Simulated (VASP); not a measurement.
# W in VASP: a series of runs

The runs below take W through electric field gradients, with PBE.

All numbers are computed with VASP 6.6.1; they aren't measurements. Logs are shortened: lines on timing, memory, paths and dates and some standing lists are left out, and cuts for length are marked.

## 1. The cell of the first run

It takes space group R-3m (No. 166, trigonal). The conventional cell has a = 2.900 Å, b = 2.900 Å, c = 6.891 Å, α = 90.00°, β = 90.00°, γ = 120.00°. Within 3.7 Å of W (site symmetry -3m) lie 12 W at 2.84 to 2.90 Å.

## 2. Electric field gradients, PBE (equal xy, yz and zx shear strains of -2 %)

The input, INCAR:

```
SYSTEM = W
PREC = Accurate
ENCUT = 520
EDIFF = 1E-8
ISMEAR = -1
SIGMA = 0.05
LREAL = .FALSE.
LASPH = .TRUE.
NELM = 60
ALGO = Normal
ISIF = 2
LWAVE = .FALSE.
LCHARG = .FALSE.
GGA = PE
LEFG = .TRUE.
NBANDS = 13
```

The input, KPOINTS:

```
Automatic mesh
0
G
  14 14 14
  0 0 0
```

The input, POSCAR:

```
W
1.0
   -0.0406000000      2.0097000000      2.0097000000
    2.0097000000     -0.0406000000      2.0097000000
    2.0097000000      2.0097000000     -0.0406000000
W
1
Direct
    0.0000000000      0.0000000000      0.0000000000
```

Potentials or basis: VASP PAW PBE potentials, release 64 (W_sv).

On the command line:

```console
$ cat potpaw_PBE.64/W_sv/POTCAR > POTCAR
$ mpirun -np 1 vasp_std > vasp.out
```

OUTCAR:

```text
SYSTEM = W
   PREC = Accurate
   ENCUT = 520
   EDIFF = 1E-8
   ISMEAR = -1
   LREAL = .FALSE.
   LASPH = .TRUE.
   NELM = 60
   ISIF = 2
   GGA = PE

 ion  position               nearest neighbor table
   1  0.000  0.000  0.000-

  LATTYP: Found a trigonal (rhomboedric) cell.
 ALAT       =     2.8424349667
 COS(alpha) =     0.4797000918

  Lattice vectors:

 A1 = (  -0.0406000000,   2.0097000000,   2.0097000000)
 A2 = (   2.0097000000,  -0.0406000000,   2.0097000000)
 A3 = (   2.0097000000,   2.0097000000,  -0.0406000000)

Analysis of symmetry for initial positions (statically):
=====================================================================
 Subroutine PRICEL returns:
 Original cell was already a primitive cell.

 Routine SETGRP: Setting up the symmetry group for a
 trigonal (rhombohedral) supercell.

 Subroutine GETGRP returns: Found 12 space group operations
 (whereof 12 operations were pure point group operations)
 out of a pool of 12 trial point group operations.

The static configuration has the point symmetry D_3d.

Analysis of symmetry for dynamics (positions and initial velocities):
=====================================================================
 Subroutine PRICEL returns:
 Original cell was already a primitive cell.

 Routine SETGRP: Setting up the symmetry group for a
 trigonal (rhombohedral) supercell.

 Subroutine GETGRP returns: Found 12 space group operations
 (whereof 12 operations were pure point group operations)
 out of a pool of 12 trial point group operations.

The dynamic configuration has the point symmetry D_3d.

 Subroutine INISYM returns: Found 12 space group operations
 (whereof 12 operations are pure point group operations),
 and found     1 'primitive' translations

----------------------------------------------------------------------------------------

                                     Primitive cell

  volume of cell :      16.7258

  direct lattice vectors                    reciprocal lattice vectors
    -0.040600000  2.009700000  2.009700000    -0.241378315  0.246355187  0.246355187
     2.009700000 -0.040600000  2.009700000     0.246355187 -0.241378315  0.246355187
     2.009700000  2.009700000 -0.040600000     0.246355187  0.246355187 -0.241378315

  length of vectors
     2.842434967  2.842434967  2.842434967     0.423845783  0.423845783  0.423845783

  position of ions in fractional coordinates (direct lattice)
     0.000000000  0.000000000  0.000000000

  ion indices of the primitive-cell ions
   primitive index   ion index
                 1           1

----------------------------------------------------------------------------------------

 KPOINTS: Automatic mesh

Automatic generation of k-mesh.
 Grid dimensions read from file:
 generate k-points for:   14   14   14

 Generating k-lattice:

  Cartesian coordinates                     Fractional coordinates (reciprocal lattice)
    -0.017241308  0.017596799  0.017596799     0.071428571  0.000000000 -0.000000000
     0.017596799 -0.017241308  0.017596799     0.000000000  0.071428571 -0.000000000
     0.017596799  0.017596799 -0.017241308     0.000000000  0.000000000  0.071428571

  Length of vectors
     0.030274699  0.030274699  0.030274699

  Shift w.r.t. Gamma in fractional coordinates (k-lattice)
     0.000000000  0.000000000  0.000000000

 Subroutine IBZKPT returns following result:
 ===========================================

 Found    288 irreducible k-points:

 Following reciprocal coordinates:
            Coordinates               Weight
  0.000000  0.000000  0.000000      1.000000
  0.071429  0.000000  0.000000      6.000000
  0.142857  0.000000  0.000000      6.000000
  0.214286  0.000000  0.000000      6.000000
  0.285714  0.000000 -0.000000      6.000000
  0.357143 -0.000000 -0.000000      6.000000
[... 16 lines left out ...]
  0.214286  0.142857  0.000000     12.000000
  0.285714  0.142857 -0.000000     12.000000
 [... further k-points ...]
   k-points           NKPTS =    288   k-points in BZ     NKDIM =    288   number of bands    NBANDS=     13
   number of dos      NEDOS =    301   number of ions     NIONS =      1
   total plane-waves  NPLWV =  13824
   dimension x,y,z NGX =    24 NGY =   24 NGZ =   24
   dimension x,y,z NGXF=    48 NGYF=   48 NGZF=   48
   ions per type =               1
   NGX,Y,Z   is equivalent  to a cutoff of  14.04, 14.04, 14.04 a.u.
   NGXF,Y,Z  is equivalent  to a cutoff of  28.07, 28.07, 28.07 a.u.
 SYSTEM =  W
   PREC   = accura    normal or accurate (medium, high low for compatibility)
   ISTART =      0    job   : 0-new  1-cont  2-samecut
   ICHARG =      2    charge: 1-file 2-atom 10-const
   ISPIN  =      1    spin polarized calculation?
   LNONCOLLINEAR =      F non collinear calculations
   LSORBIT =      F    spin-orbit coupling
   LASPH  =      T    aspherical Exc in radial PAW
   ENCUT  =  520.0 eV  38.22 Ry    6.18 a.u.   5.29  5.29  5.29*2*pi/ulx,y,z
   NELM   =     60;   NELMIN=  2; NELMDL= -5     # of ELM steps
   EDIFF  = 0.1E-07   stopping-criterion for ELM
   LREAL  =      F    real-space projection
   EDIFFG = 0.1E-06   stopping-criterion for IOM
   NSW    =      0    number of steps for IOM
   IBRION =     -1    ionic relax: 0-MD 1-quasi-New 2-CG
   NFREE  =      0    steps in history (QN), initial steepest desc. (CG)
   ISIF   =      2    stress and relaxation
   ISYM   =      2    0-nonsym 1-usesym 2-fastsym
   POTIM  = 0.5000    time-step for ionic-motion
   TEBEG  =    0.0;   TEEND  =   0.0 temperature during run
   PSTRESS=    0.0 pullay stress
   NELECT =      14.0000    total number of electrons
   NUPDOWN=      -1.0000    fix difference up-down
   EMIN   =  10.00;   EMAX   =-10.00  energy-range for DOS
   EFERMI =   0.00;   METHOD = LEGACY
   ISMEAR =    -1;   SIGMA  =   0.05  broadening in eV -4-tet -1-fermi 0-gaus
   EFERMI_NEDOS =   21; number of points for ismear=-14 and -15
   IALGO  =     38    algorithm
   IMIX   =      4    mixing-type and parameters
     AMIX     =   0.40;   BMIX     =  1.00
     AMIX_MAG =   1.60;   BMIX_MAG =  1.00
  volume/ion in A,a.u.               =      16.73       112.87
  Fermi-wavevector in a.u.,A,eV,Ry     =   1.542843  2.915551 32.386845  2.380366
  Thomas-Fermi vector in A             =   2.648591
   LORBIT       =      0    0 simple, 1 ext, 2 COOP (PROOUT), +10 PAW based schemes
   GGA     = PE    functional components
   LHFCALC =     F    Hartree Fock is set to
   AEXX    =    0.0000 exact exchange contribution
   IVDW    =     0    specifies the selected vdW correction
   LEPSILON=     F    determine dielectric tensor
   LRPA    =     F    only Hartree local field effects (RPA)
 non-spin polarized calculation
  energy-cutoff  :      520.00
  volume of cell :       16.73
 maximum number of plane-waves:       468
 NGX is ok and might be reduce to    24
   NGX = 11   NGY = 11   NGZ = 11

 number of electron      14.0000000 magnetization

 Free energy of the ion-electron system (eV)
  ---------------------------------------------------
  ext. energy  EPLUGINS =         0.00000000
  ---------------------------------------------------
  free energy    TOTEN  =       -12.48438101 eV

  energy without entropy =      -12.47577351  energy(sigma->0) =      -12.48007726

 E-fermi :  10.2513     XC(G=0): -13.3300

 val. band max:       10.2482520990   @ k =   0.2143   0.2143   0.1429
 cond. band min:      10.2565599212   @ k =  -0.3571  -0.4286   0.2143
 fundamental gap:      0.0083078221
 Fermi energy:        10.2513153513

 k-point     1 :       0.0000    0.0000    0.0000
  band No.  band energies     occupation
      1     -63.4888      2.00000
      2     -27.1638      2.00000
      3     -27.1638      2.00000
      4     -27.0938      2.00000
      5       1.3392      2.00000
      6       9.5018      2.00000
      7       9.5018      2.00000
      8      10.0561      1.96046
      9      12.7496      0.00000
     10      12.7496      0.00000
     11      22.9884      0.00000
     12      27.8682      0.00000
     13      27.8682      0.00000

 k-point     2 :       0.0714    0.0000    0.0000
  band No.  band energies     occupation
      1     -63.4842      2.00000
      2     -27.2151      2.00000
      3     -27.1699      2.00000
      4     -27.1057      2.00000
      5       1.5544      2.00000
      6       9.3761      2.00000
      7       9.5876      2.00000
      8      10.1284      1.84236
      9      12.6628      0.00000
     10      12.6715      0.00000
     11      23.4141      0.00000
[... 339 lines left out ...]
 k-point    24 :       0.2857    0.1429   -0.0000
  band No.  band energies     occupation
      1     -63.4316      2.00000
      2     -27.6968      2.00000
      3     -27.2932      2.00000
      4     -27.2570      2.00000
      5       4.0050      2.00000
      6       7.9770      2.00000
      7       9.7959      1.99978
      8      10.9948      0.00000
      9      12.1020      0.00000
     10      13.7953      0.00000
     11      24.6524      0.00000
     12      27.4950      0.00000
     13      29.7874      0.00000

 [... further k-points ...]
[... 5 lines left out ...]
  --------------------------------------------------------------------------------------
  -------------------------------------------------------------------------------------
  Total       -0.4094251     -0.4094251     -0.4094251     -0.2966234     -0.2966234     -0.2966234
  in kB      -39.2191417    -39.2191417    -39.2191417    -28.4137863    -28.4137863    -28.4137863
  external PRESSURE =     -39.2191417 kB  Pullay stress =       0.0000000 kB

 VOLUME and BASIS-vectors are now :
 -----------------------------------------------------------------------------
  energy-cutoff  :      520.00
  volume of cell :       16.73
      direct lattice vectors                 reciprocal lattice vectors
    -0.040600000  2.009700000  2.009700000    -0.241378315  0.246355187  0.246355187
     2.009700000 -0.040600000  2.009700000     0.246355187 -0.241378315  0.246355187
     2.009700000  2.009700000 -0.040600000     0.246355187  0.246355187 -0.241378315

 POSITION                                       TOTAL-FORCE (eV/Angst)
 -----------------------------------------------------------------------------------
      0.00000      0.00000      0.00000         0.000000      0.000000      0.000000
 -----------------------------------------------------------------------------------
    total drift:                               -0.000000     -0.000000     -0.000000

  FREE ENERGIE OF THE ION-ELECTRON SYSTEM (eV)
  ---------------------------------------------------
  free  energy   TOTEN  =       -12.4843810131 eV

  energy  without entropy=      -12.4757735105  energy(sigma->0) =      -12.48007726

 Electric field gradients (V/A^2)
---------------------------------------------------------------------
 ion       V_xx      V_yy      V_zz      V_xy      V_xz      V_yz
---------------------------------------------------------------------
   1      -0.000    -0.000    -0.000    -7.315    -7.315    -7.315
---------------------------------------------------------------------

 Electric field gradients after diagonalization (V/A^2)
 (convention: |V_zz| > |V_xx| > |V_yy|)
----------------------------------------------------------------------
 ion       V_xx      V_yy      V_zz     asymmetry (V_yy - V_xx)/ V_zz
----------------------------------------------------------------------
   1       7.315     7.315   -14.630       0.000
----------------------------------------------------------------------

           NMR quadrupolar parameters

 Cq : quadrupolar parameter    Cq=e*Q*V_zz/h
 eta: asymmetry parameters     (V_yy - V_xx)/ V_zz
 Q  : nuclear electric quadrupole moment in mb (millibarn)
----------------------------------------------------------------------
 ion       Cq(MHz)       eta       Q (mb)
----------------------------------------------------------------------
   1      -0.035       0.000       1.000
----------------------------------------------------------------------
```

Wall time 37 s (1 thread of AMD EPYC 9R45 (Zen 5), shared host); peak memory 0.16 GiB.

What came out:

```yaml
Free_energy: -12.4844 eV
Pressure: -3.9 GPa
Band_gap_on_the_k_mesh: zero (band 7 reaches 13.18 eV, above the bottom of band 8 at 9.68 eV)
```

Electric field gradients, principal values (V/Å²):
| atom | least | middle | greatest (by size) |
| --- | --- | --- | --- |
| 1 W | 7.315 | 7.315 | -14.630 |

Caveat: the cell differs from its parent crystal (equal xy, yz and zx shear strains of -2 %); without QUAD_EFG the Cq values of the log hold for a quadrupole moment of 1 mb, not for the nuclei; spin-orbit coupling is left out, which moves the levels of the heavy elements.

## 3. Electric field gradients, PBE (equal xy, yz and zx shear strains of +1 %)

The input, INCAR:

```
SYSTEM = W
ALGO     = Normal         ! electronic algorithm
EDIFF    = 1E-8           ! SCF threshold, eV
ENCUT    = 520            ! plane-wave cutoff, eV
GGA      = PE             ! functional
ISIF     = 2              ! what is computed and relaxed
ISMEAR   = -1             ! smearing method
LASPH    = .True.         ! aspherical terms in the spheres
LCHARG   = .False.        ! write CHGCAR
LEFG     = .True.       
LREAL    = .False.        ! projectors in reciprocal space
LWAVE    = .False.        ! write WAVECAR
NBANDS   = 13             ! bands
NELM     = 60             ! most SCF steps
PREC     = Accurate       ! precision mode
SIGMA    = 0.05           ! smearing width, eV
```

The input, KPOINTS:

```
k-points
0
Gamma
  14 14 14
  0 0 0
```

The input, POSCAR:

```
W
1.0
    0.0203000000      2.0401500000      2.0401500000
    2.0401500000      0.0203000000      2.0401500000
    2.0401500000      2.0401500000      0.0203000000
W
1
Direct
    0.0000000000      0.0000000000      0.0000000000
```

Potentials or basis: VASP PAW PBE potentials, release 64 (W_sv).

On the command line:

```console
$ cat potpaw_PBE.64/W_sv/POTCAR > POTCAR
$ mpirun -np 1 vasp_std > vasp.out
```

OUTCAR:

```text
SYSTEM = W
   EDIFF = 1E-8
   ENCUT = 520
   GGA = PE
   ISIF = 2
   ISMEAR = -1
   LASPH = .True.
   LREAL = .False.
   NELM = 60
   PREC = Accurate

 ion  position               nearest neighbor table
   1  0.000  0.000  0.000-

  LATTYP: Found a trigonal (rhomboedric) cell.
 ALAT       =     2.8852792127
 COS(alpha) =     0.5099250056

  Lattice vectors:

 A1 = (   0.0203000000,   2.0401500000,   2.0401500000)
 A2 = (   2.0401500000,   0.0203000000,   2.0401500000)
 A3 = (   2.0401500000,   2.0401500000,   0.0203000000)

Analysis of symmetry for initial positions (statically):
=====================================================================
 Subroutine PRICEL returns:
 Original cell was already a primitive cell.

 Routine SETGRP: Setting up the symmetry group for a
 trigonal (rhombohedral) supercell.

 Subroutine GETGRP returns: Found 12 space group operations
 (whereof 12 operations were pure point group operations)
 out of a pool of 12 trial point group operations.

The static configuration has the point symmetry D_3d.

Analysis of symmetry for dynamics (positions and initial velocities):
=====================================================================
 Subroutine PRICEL returns:
 Original cell was already a primitive cell.

 Routine SETGRP: Setting up the symmetry group for a
 trigonal (rhombohedral) supercell.

 Subroutine GETGRP returns: Found 12 space group operations
 (whereof 12 operations were pure point group operations)
 out of a pool of 12 trial point group operations.

The dynamic configuration has the point symmetry D_3d.

 Subroutine INISYM returns: Found 12 space group operations
[... 155 lines left out ...]
      4     -27.1261      2.00000
      5       1.3361      2.00000
      6       9.5150      2.00000
      7       9.7783      1.99972
      8       9.7783      1.99972
      9      12.7361      0.00000
     10      12.7361      0.00000
     11      22.9873      0.00000
     12      27.8616      0.00000
     13      28.2444      0.00000
[... 354 lines left out ...]
  band No.  band energies     occupation
      1     -63.4280      2.00000
      2     -27.6814      2.00000
      3     -27.3050      2.00000
      4     -27.2686      2.00000
      5       4.0250      2.00000
      6       8.0062      2.00000
      7       9.9116      1.99597
      8      10.7652      0.00004
      9      12.1913      0.00000
     10      13.7367      0.00000
     11      24.7311      0.00000
     12      27.6515      0.00000
     13      29.6310      0.00000

 [... further k-points ...]
[... 5 lines left out ...]
  --------------------------------------------------------------------------------------
  -------------------------------------------------------------------------------------
  Total       -0.4344819     -0.4344819     -0.4344819      0.1472180      0.1472180      0.1472180
  in kB      -41.6098986    -41.6098986    -41.6098986     14.0989193     14.0989193     14.0989193
  external PRESSURE =     -41.6098986 kB  Pullay stress =       0.0000000 kB

 VOLUME and BASIS-vectors are now :
 -----------------------------------------------------------------------------
  energy-cutoff  :      520.00
  volume of cell :       16.73
      direct lattice vectors                 reciprocal lattice vectors
     0.020300000  2.040150000  2.040150000    -0.248768595  0.246317673  0.246317673
     2.040150000  0.020300000  2.040150000     0.246317673 -0.248768595  0.246317673
     2.040150000  2.040150000  0.020300000     0.246317673  0.246317673 -0.248768595

 POSITION                                       TOTAL-FORCE (eV/Angst)
 -----------------------------------------------------------------------------------
      0.00000      0.00000      0.00000         0.000000      0.000000      0.000000
 -----------------------------------------------------------------------------------
    total drift:                               -0.000000     -0.000000     -0.000000

  FREE ENERGIE OF THE ION-ELECTRON SYSTEM (eV)
  ---------------------------------------------------
  free  energy   TOTEN  =       -12.4765775069 eV

  energy  without entropy=      -12.4667783395  energy(sigma->0) =      -12.47167792

 Electric field gradients (V/A^2)
---------------------------------------------------------------------
 ion       V_xx      V_yy      V_zz      V_xy      V_xz      V_yz
---------------------------------------------------------------------
   1       0.000    -0.000     0.000     2.971     2.971     2.971
---------------------------------------------------------------------

 Electric field gradients after diagonalization (V/A^2)
 (convention: |V_zz| > |V_xx| > |V_yy|)
----------------------------------------------------------------------
 ion       V_xx      V_yy      V_zz     asymmetry (V_yy - V_xx)/ V_zz
----------------------------------------------------------------------
   1      -2.971    -2.971     5.942       0.000
----------------------------------------------------------------------

           NMR quadrupolar parameters

 Cq : quadrupolar parameter    Cq=e*Q*V_zz/h
 eta: asymmetry parameters     (V_yy - V_xx)/ V_zz
 Q  : nuclear electric quadrupole moment in mb (millibarn)
----------------------------------------------------------------------
 ion       Cq(MHz)       eta       Q (mb)
----------------------------------------------------------------------
   1       0.014       0.000       1.000
----------------------------------------------------------------------
```

Wall time 36 s (1 thread of AMD EPYC 9R45 (Zen 5), shared host); peak memory 0.16 GiB.

Results:

```
Free energy            : -12.4766 eV
Pressure               : -4.2 GPa
Band gap on the k mesh : zero (band 7 reaches 13.17 eV, above the bottom of band 8 at 9.78 eV)
```

Levels at points of the mesh, in eV from the Fermi level:
```tsv
k point	band 5	band 6	band 7	band 8	band 9	band 10
(0.00, 0.00, 0.00)	-8.89	-0.71	-0.44	-0.44	2.51	2.51
(0.50, 0.00, 0.00)	-5.48	-0.90	-0.63	0.63	4.82	5.04
(0.50, 0.50, 0.00)	-5.35	-4.39	2.95	4.87	5.61	5.64
(0.50, 0.50, 0.50)	-5.52	-0.69	-0.69	0.43	4.86	4.86
```

Electric field gradients, principal values (V/Å²):
| atom | least | middle | greatest (by size) |
| --- | --- | --- | --- |
| 1 W | -2.971 | -2.971 | 5.942 |

Caveat: the cell differs from its parent crystal (equal xy, yz and zx shear strains of +1 %); without QUAD_EFG the Cq values of the log hold for a quadrupole moment of 1 mb, not for the nuclei; spin-orbit coupling is left out, which moves the levels of the heavy elements.

[end of part 1 of 3]
